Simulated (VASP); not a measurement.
A run of VASP 6.6.1:

Contents of INCAR:

```
ALGO = Normal ; EDIFF = 1E-6
ENCUT = 520 ; GGA = PE
ISIF = 2 ; ISMEAR = 0
LASPH = True ; LCHARG = False
LREAL = False ; LWAVE = False
NBANDS = 58 ; NELM = 100
PREC = Accurate ; SIGMA = 0.2
```

File KPOINTS:

```
k-points
0
Gamma
  4 4 4
```

File POSCAR:

```
Y3F2
1.0
   -3.6652513797      3.6652513797      0.0000000000
    3.6652513797      3.6652513797      0.0000000000
    1.8326256898     -1.8326256898     -8.4387381671
Y F
6 4
Direct
    0.1570344059      0.5000000000      0.3140688118
    0.6570344059      1.0000000000      0.3140688118
    0.8429655941      0.5000000000      0.6859311882
    0.3429655941      1.0000000000      0.6859311882
    0.5000000000      0.5000000000      0.0000000000
    0.0000000000      0.0000000000      1.0000000000
    0.5000000000      0.2500000000      0.5000000000
    0.0000000000      0.7500000000      0.5000000000
    0.0000000000      0.2500000000      0.5000000000
    0.5000000000      0.7500000000      0.5000000000
```

Potentials or basis: VASP PAW PBE potentials, release 64 (Y_sv, F).

Run with:

```console
$ cat potpaw_PBE.64/Y_sv/POTCAR potpaw_PBE.64/F/POTCAR > POTCAR
$ mpirun -np 1 vasp_std > vasp.out
```

Hardware: 1 thread of Intel Xeon 8259CL, on a shared host.

Q: Estimate the wall time of this run.

A: It took 9.8 min on 1 thread of Intel Xeon 8259CL, with other jobs on the host, peak memory 0.45 GiB. Counts: scf iterations 14, k points 21.
